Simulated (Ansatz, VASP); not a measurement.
## Two plane-wave programs on Ca3O

```xyz
4
Lattice="5.0935 0.0000 0.0000 0.0000 5.0935 0.0000 0.0000 0.0000 4.3033" Properties=species:S:1:pos:R:3 pbc="T T T"
Ca    0.0000    2.5468    2.1516
Ca    2.5468    0.0000    2.1516
Ca    2.5468    2.5468    0.0000
O     0.0000    0.0000    0.0000
```

Alike in both runs: functional PBE; k mesh 10 × 10 × 10; occupations gaussian, width 0.1 eV; no spin polarisation.

Ansatz relaxed the structure, and its values are those at the end. VASP's run is a single point on that final structure, the one shown.

|  | VASP | Ansatz |
| --- | --- | --- |
| version | VASP 6.6.1 | Ansatz 0.2.0 |
| potentials or method | VASP PAW PBE potentials, release 64 (Ca_sv, O), cutoff 520 eV | scalar-relativistic, plane waves, PAW |
| valence electrons in the cell | 36 | 36 |

```tsv
	VASP	Ansatz	Ansatz less VASP
gap on the k mesh at the Fermi level (eV)	none	none	-
pressure (GPa)	0.0	0.0	+0.01
```

A gap of «none» marks a metal or a gap that the smearing closes.
